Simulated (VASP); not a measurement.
# Mo (P-1) in VASP: single point with PBEsol

Aim: the single point of Mo with PBEsol.

Everything below comes from runs of VASP 6.6.1. Logs are shortened: lines on timing, memory, paths and dates and some standing lists are left out, and cuts for length are marked.

### Step 1. The cell of the first run

The typed cell holds 1 atom: a = 2.516 Å, b = 2.734 Å, c = 2.582 Å, α = 113.95°, β = 103.00°, γ = 100.68°.

### Step 2. Single point, PBEsol

INCAR reads:

```
ALGO = Fast
EDIFF = 1E-6
ENCUT = 520
GGA = PS
ISIF = 2
ISMEAR = 0
LASPH = True
LCHARG = False
LREAL = False
LWAVE = False
NBANDS = 13
NELM = 80
PREC = Accurate
SIGMA = 0.15
```

KPOINTS reads:

```
k-points
0
Gamma
  16 16 16
```

POSCAR reads:

```
Mo
1.0
   -1.2051063414      1.5500452219      1.5726769216
    1.5036554154     -1.4462635477      1.7674443214
    1.3764707389      1.6176279452     -1.4688952474
Mo
1
Direct
    0.0000000000      0.0000000000      0.0000000000
```

Potentials or basis: VASP PAW PBE potentials, release 64 (Mo_sv).

Started as:

```
cat potpaw_PBE.64/Mo_sv/POTCAR > POTCAR
mpirun -np 1 vasp_std > vasp.out
```

OUTCAR:

```text
EDIFF = 1E-6
   ENCUT = 520
   GGA = PS
   ISIF = 2
   ISMEAR = 0
   LASPH = True
   LREAL = False
   NELM = 80
   PREC = Accurate

 ion  position               nearest neighbor table
   1  0.000  0.000  0.000-

  LATTYP: Found a triclinic cell.
 ALAT       =     4.0439078671
 B/A-ratio  =     1.6485127330
 C/A-ratio  =     1.3325886112
 COS(alpha) =     0.0024665346
 COS(beta)  =     0.3253508889
 COS(gamma) =     0.9407115542

  Lattice vectors:

 A1 = (  -2.7087617568,   2.9963087696,  -0.1947673998)
 A2 = (  -2.5373973593,   6.1639819367,  -0.0909857256)
 A3 = (  -4.5551459672,  -1.8927740169,  -2.1697750696)

Analysis of symmetry for initial positions (statically):
=====================================================================
 Subroutine PRICEL returns:
 Original cell was already a primitive cell.

 Routine SETGRP: Setting up the symmetry group for a
 triclinic supercell.

 Subroutine GETGRP returns: Found  2 space group operations
 (whereof  2 operations were pure point group operations)
 out of a pool of  2 trial point group operations.

The static configuration has the point symmetry S_2 .

Analysis of symmetry for dynamics (positions and initial velocities):
=====================================================================
 Subroutine PRICEL returns:
 Original cell was already a primitive cell.

 Routine SETGRP: Setting up the symmetry group for a
 triclinic supercell.

 Subroutine GETGRP returns: Found  2 space group operations
 (whereof  2 operations were pure point group operations)
 out of a pool of  2 trial point group operations.

The dynamic configuration has the point symmetry S_2 .

 Subroutine INISYM returns: Found  2 space group operations
 (whereof  2 operations are pure point group operations),
 and found     1 'primitive' translations

----------------------------------------------------------------------------------------

                                     Primitive cell

  volume of cell :      15.0360

  direct lattice vectors                    reciprocal lattice vectors
    -1.205106341  1.550045222  1.572676922    -0.048859758  0.308694657  0.294166024
     1.503655415 -1.446263548  1.767444321     0.320620165 -0.026241522  0.271547788
     1.376470739  1.617627945 -1.468895247     0.333473524  0.298929780 -0.039094882

  length of vectors
     2.515598176  2.734322089  2.582449440     0.429200789  0.420979939  0.449546454

  position of ions in fractional coordinates (direct lattice)
     0.000000000  0.000000000  0.000000000

  ion indices of the primitive-cell ions
   primitive index   ion index
                 1           1

----------------------------------------------------------------------------------------

 KPOINTS: k-points

Automatic generation of k-mesh.
 Grid dimensions read from file:
 generate k-points for:   16   16   16

 Generating k-lattice:

  Cartesian coordinates                     Fractional coordinates (reciprocal lattice)
    -0.003053735  0.019293416  0.018385377     0.062500000  0.000000000  0.000000000
     0.020038760 -0.001640095  0.016971737    -0.000000000  0.062500000  0.000000000
     0.020842095  0.018683111 -0.002443430     0.000000000 -0.000000000  0.062500000

  Length of vectors
     0.026825049  0.026311246  0.028096653

  Shift w.r.t. Gamma in fractional coordinates (k-lattice)
     0.000000000  0.000000000  0.000000000

 Subroutine IBZKPT returns following result:
 ===========================================

 Found   2052 irreducible k-points:

 Following reciprocal coordinates:
            Coordinates               Weight
  0.000000  0.000000  0.000000      1.000000
  0.062500  0.000000 -0.000000      2.000000
  0.125000  0.000000 -0.000000      2.000000
  0.187500 -0.000000  0.000000      2.000000
  0.250000  0.000000 -0.000000      2.000000
  0.312500  0.000000 -0.000000      2.000000
[... 16 lines left out ...]
 -0.187500  0.062500  0.000000      2.000000
 -0.125000  0.062500  0.000000      2.000000
 [... further k-points ...]
   k-points           NKPTS =   2052   k-points in BZ     NKDIM =   2052   number of bands    NBANDS=     13
   number of dos      NEDOS =    301   number of ions     NIONS =      1
   total plane-waves  NPLWV =   8000
   dimension x,y,z NGX =    20 NGY =   20 NGZ =   20
   dimension x,y,z NGXF=    40 NGYF=   40 NGZF=   40
   ions per type =               1
   NGX,Y,Z   is equivalent  to a cutoff of  13.22, 12.16, 12.88 a.u.
   NGXF,Y,Z  is equivalent  to a cutoff of  26.43, 24.32, 25.75 a.u.
 SYSTEM =  unknown system
   PREC   = accura    normal or accurate (medium, high low for compatibility)
   ISTART =      0    job   : 0-new  1-cont  2-samecut
   ICHARG =      2    charge: 1-file 2-atom 10-const
   ISPIN  =      1    spin polarized calculation?
   LNONCOLLINEAR =      F non collinear calculations
   LSORBIT =      F    spin-orbit coupling
   LASPH  =      T    aspherical Exc in radial PAW
   ENCUT  =  520.0 eV  38.22 Ry    6.18 a.u.   4.68  5.08  4.80*2*pi/ulx,y,z
   NELM   =     80;   NELMIN=  2; NELMDL= -5     # of ELM steps
   EDIFF  = 0.1E-05   stopping-criterion for ELM
   LREAL  =      F    real-space projection
[... 7 lines left out ...]
   TEBEG  =    0.0;   TEEND  =   0.0 temperature during run
   PSTRESS=    0.0 pullay stress
   NELECT =      14.0000    total number of electrons
   NUPDOWN=      -1.0000    fix difference up-down
   EMIN   =  10.00;   EMAX   =-10.00  energy-range for DOS
   EFERMI =   0.00;   METHOD = LEGACY
   ISMEAR =     0;   SIGMA  =   0.15  broadening in eV -4-tet -1-fermi 0-gaus
   EFERMI_NEDOS =   21; number of points for ismear=-14 and -15
   IALGO  =     68    algorithm
   IMIX   =      4    mixing-type and parameters
     AMIX     =   0.40;   BMIX     =  1.00
     AMIX_MAG =   1.60;   BMIX_MAG =  1.00
  volume/ion in A,a.u.               =      15.04       101.47
  Fermi-wavevector in a.u.,A,eV,Ry     =   1.598599  3.020915 34.769955  2.555520
  Thomas-Fermi vector in A             =   2.696024
   LORBIT       =      0    0 simple, 1 ext, 2 COOP (PROOUT), +10 PAW based schemes
   GGA     = PS    functional components
   LHFCALC =     F    Hartree Fock is set to
   AEXX    =    0.0000 exact exchange contribution
   IVDW    =     0    specifies the selected vdW correction
   LEPSILON=     F    determine dielectric tensor
   LRPA    =     F    only Hartree local field effects (RPA)
 non-spin polarized calculation
 RMM-DIIS sequential band-by-band and
 Gauss-broadening in eV      SIGMA  =   0.15
  energy-cutoff  :      520.00
  volume of cell :       15.04
 maximum number of plane-waves:       417
   NGX =  9   NGY = 11   NGZ =  9

 number of electron      14.0000001 magnetization

 Free energy of the ion-electron system (eV)
  ---------------------------------------------------
  ext. energy  EPLUGINS =         0.00000000
  ---------------------------------------------------
  free energy    TOTEN  =       -11.42078460 eV

  energy without entropy =      -11.41212725  energy(sigma->0) =      -11.41645593

 E-fermi :  13.1500     XC(G=0): -13.7145

 val. band max:       13.1488526200   @ k =  -0.4375  -0.0000   0.3125
 cond. band min:      13.1511824215   @ k =  -0.1875  -0.0625   0.3125
 fundamental gap:      0.0023298014
 Fermi energy:        13.1500454058

 k-point     1 :       0.0000    0.0000    0.0000
  band No.  band energies     occupation
      1     -48.1268      2.00000
      2     -21.5057      2.00000
      3     -21.1946      2.00000
      4     -20.9820      2.00000
      5       5.7516      2.00000
      6       9.5668      2.00000
      7      11.0521      2.00000
      8      13.2909      0.18403
      9      15.0070      0.00000
     10      16.4227      0.00000
     11      26.4150      0.00000
     12      27.8595      0.00000
     13      31.2537      0.00000

 k-point     2 :       0.0625    0.0000   -0.0000
  band No.  band energies     occupation
      1     -48.1145      2.00000
      2     -21.5182      2.00000
      3     -21.2133      2.00000
      4     -21.0345      2.00000
      5       5.9090      2.00000
      6       9.6840      2.00000
      7      11.0550      2.00000
      8      13.3360      0.07962
      9      14.8532      0.00000
     10      16.3091      0.00000
     11      26.5863      0.00000
     12      28.0706      0.00000
     13      31.5573      0.00000

 k-point     3 :       0.1250    0.0000   -0.0000
  band No.  band energies     occupation
      1     -48.0794      2.00000
      2     -21.5897      2.00000
      3     -21.3118      2.00000
      4     -21.0988      2.00000
      5       6.3412      2.00000
      6      10.0138      2.00000
      7      11.0548      2.00000
      8      13.4713      0.00245
      9      14.5108      0.00000
     10      16.0220      0.00000
     11      26.9800      0.00000
     12      28.5111      0.00000
     13      32.3210      0.00000
[... 305 lines left out ...]
 k-point    23 :      -0.1875    0.0625    0.0000
  band No.  band energies     occupation
      1     -48.0267      2.00000
      2     -21.7792      2.00000
      3     -21.4306      2.00000
      4     -21.1111      2.00000
      5       6.8611      2.00000
      6      10.5315      2.00000
      7      11.2476      2.00000
      8      13.5278      0.00037
      9      13.8524      0.00000
     10      15.5292      0.00000
     11      27.4608      0.00000
     12      28.9860      0.00000
     13      32.1423      0.00000

 k-point    24 :      -0.1250    0.0625    0.0000
  band No.  band energies     occupation
      1     -48.0775      2.00000
      2     -21.5513      2.00000
      3     -21.3487      2.00000
      4     -21.1027      2.00000
      5       6.3153      2.00000
      6      10.1259      2.00000
      7      11.1536      2.00000
      8      13.3573      0.05068
      9      14.2461      0.00000
     10      15.8614      0.00000
     11      27.0616      0.00000
     12      28.7599      0.00000
     13      31.9768      0.00000

 [... further k-points ...]

------------------------ aborting loop because EDIFF is reached ----------------------------------------

  FORCE on cell =-STRESS in cart. coord.  units (eV):
  Direction    XX          YY          ZZ          XY          YZ          ZX
  --------------------------------------------------------------------------------------
  -------------------------------------------------------------------------------------
  Total        2.4267596      0.8806637      0.4537062     -0.8864090     -0.2177687     -1.5483998
  in kB      258.5851842     93.8397808     48.3450022    -94.4519726    -23.2045049   -164.9908971
  external PRESSURE =     133.5899890 kB  Pullay stress =       0.0000000 kB

 VOLUME and BASIS-vectors are now :
 -----------------------------------------------------------------------------
  energy-cutoff  :      520.00
  volume of cell :       15.04
      direct lattice vectors                 reciprocal lattice vectors
    -1.205106341  1.550045222  1.572676922    -0.048859758  0.308694657  0.294166024
     1.503655415 -1.446263548  1.767444321     0.320620165 -0.026241522  0.271547788
     1.376470739  1.617627945 -1.468895247     0.333473524  0.298929780 -0.039094882

 POSITION                                       TOTAL-FORCE (eV/Angst)
 -----------------------------------------------------------------------------------
      0.00000      0.00000      0.00000        -0.000000      0.000000      0.000000
 -----------------------------------------------------------------------------------
    total drift:                                0.000000     -0.000000      0.000000

  FREE ENERGIE OF THE ION-ELECTRON SYSTEM (eV)
  ---------------------------------------------------
  free  energy   TOTEN  =       -11.4207845970 eV

  energy  without entropy=      -11.4121272537  energy(sigma->0) =      -11.41645593
```

Wall time 8.3 min (1 thread of Intel Xeon 8259CL, shared host); peak memory 0.45 GiB.

Results:

| Property | Result |
| --- | --- |
| Free energy | -11.4208 eV |
| Pressure | 13.4 GPa |
| Band gap on the k mesh | zero (bands 7 and 8 overlap by 2.66 eV) |

Levels at points of the mesh, in eV from the Fermi level:
```tsv
k point	band 3	band 4	band 5	band 6	band 7	band 8	band 9	band 10	band 11	band 12
(0.00, 0.00, 0.00)	-34.34	-34.13	-7.40	-3.58	-2.10	0.14	1.86	3.27	13.26	14.71
(0.50, 0.00, 0.00)	-34.60	-34.20	-5.19	-2.68	0.77	0.85	1.82	3.35	11.79	13.01
(0.00, 0.50, 0.00)	-34.59	-34.20	-5.49	-4.27	0.52	2.53	3.56	4.13	10.40	13.73
(0.50, 0.50, 0.00)	-35.32	-34.36	-5.95	-4.21	1.33	3.44	3.48	5.65	10.16	14.34
(0.00, 0.00, 0.50)	-34.85	-34.23	-5.60	-4.45	1.53	2.54	3.76	4.16	12.03	12.54
(0.50, 0.00, 0.50)	-35.40	-34.57	-5.99	-3.52	-0.18	2.98	3.77	6.22	10.46	14.71
(0.00, 0.50, 0.50)	-35.01	-34.14	-5.59	-3.16	1.36	1.57	1.69	4.85	11.80	12.06
(0.50, 0.50, 0.50)	-35.69	-35.00	-6.12	-5.41	1.60	4.52	6.16	7.45	9.06	12.54
```

Caveat: the stress differs along the axes, from 5 to 26 GPa; the PAW data sets were made with another functional, which shifts forces and pressure a little.
